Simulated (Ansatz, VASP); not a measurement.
Two plane-wave programs on YTaI6

```
Y Ta I
1.0
     6.15000    0.00000    0.00000
     0.00000    6.15000    0.00000
     0.00000    0.00000   12.30000
Y Ta I
1 1 6
Direct
  0.00000 0.00000 0.00000
  0.00000 0.00000 0.50000
  0.50000 0.00000 0.00000
  0.00000 0.50000 0.00000
  0.00000 0.00000 0.25284
  0.50000 0.00000 0.50000
  0.00000 0.50000 0.50000
  0.00000 0.00000 0.74716
```

Alike in both runs: task single point; functional PBE; k mesh 4 × 4 × 2; occupations gaussian, width 0.1 eV; no spin polarisation.

```csv
,VASP,Ansatz
version,VASP 6.6.1,Ansatz 0.2.0
potentials or method,"VASP PAW PBE potentials, release 64 (Y_sv, Ta_pv, I), cutoff 520 eV","scalar-relativistic, plane waves, PAW"
valence electrons in the cell,64,126
```

```csv
,VASP,Ansatz,Ansatz less VASP
gap on the k mesh at the Fermi level (eV),none,none,-
pressure (GPa),-3.0,-3.0,0.00
"traceless stress, the component that is largest in VASP (GPa)",-0.13,-0.13,+0.001
rms of the force components (eV/Å),0.209,0.209,-0.0001
```

Atom by atom the forces differ by 0.000 eV/Å (rms over components). A gap of «none» marks a metal or a gap that the smearing closes. The functional is the same, so the differences come from potentials, cutoffs and numerics. VASP's potentials hold 64 valence electrons a cell and Ansatz's 126, so a difference there can come from the potentials and not from the codes.

Neither program's run includes spin-orbit coupling.
